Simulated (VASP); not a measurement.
Input of a VASP 6.6.1 run:

The input POSCAR:

```
CuAu3
1.0
    3.7703099347      0.0000000000      0.0000000000
    0.0000000000      3.7703099347      0.0000000000
    0.0000000000      0.0000000000      3.7703099347
Cu Au
1 3
Direct
    0.0000000000      0.0000000000      0.0000000000
    0.0000000000      0.5000000000      0.5000000000
    0.5000000000      0.0000000000      0.5000000000
    0.5000000000      0.5000000000      0.0000000000
```

File INCAR.step1:

```
SYSTEM = CuAu3
ALGO = Normal ; EDIFF = 1E-4
ENCUT = 520 ; GGA = PE
ISMEAR = 0 ; LASPH = .True.
LCHARG = .False. ; LREAL = .False.
LWAVE = .True. ; NBANDS = 30
NELM = 100 ; PREC = Accurate
SIGMA = 0.1
```

The input INCAR.step2:

```
SYSTEM = CuAu3
ALGO = Normal ; EDIFF = 1E-7
ENCUT = 520 ; ISIF = 2
ISMEAR = 0 ; ISTART = 1
LASPH = .True. ; LCHARG = .False.
LMIXTAU = .True. ; LREAL = .False.
LWAVE = .False. ; METAGGA = R2SCAN
NBANDS = 30 ; NELM = 100
PREC = Accurate ; SIGMA = 0.1
```

KPOINTS

```
k-points
0
Gamma
  14 14 14
  0 0 0
```

Potentials or basis: VASP PAW PBE potentials, release 64 (Cu, Au).

Launch:

```bash
$ cat potpaw_PBE.64/Cu/POTCAR potpaw_PBE.64/Au/POTCAR > POTCAR
$ cp INCAR.step1 INCAR
$ mpirun -np 1 vasp_std > vasp.out
$ cp INCAR.step2 INCAR
$ mpirun -np 1 vasp_std > vasp.out
```

(1) What does it give for the band gap on the k mesh?

(2) What does it give for the pressure?

## Answers

(1) zero (bands 22 and 23 overlap by 2.90 eV).

(2) 49.3 GPa.

Caveat: the cell differs from its parent crystal (equal strain along all axes, cell held: -6.0 %); the cell stands under pressure; the PAW data sets were made with another functional, which shifts forces and pressure a little; spin-orbit coupling is left out, which moves the levels of the heavy elements.
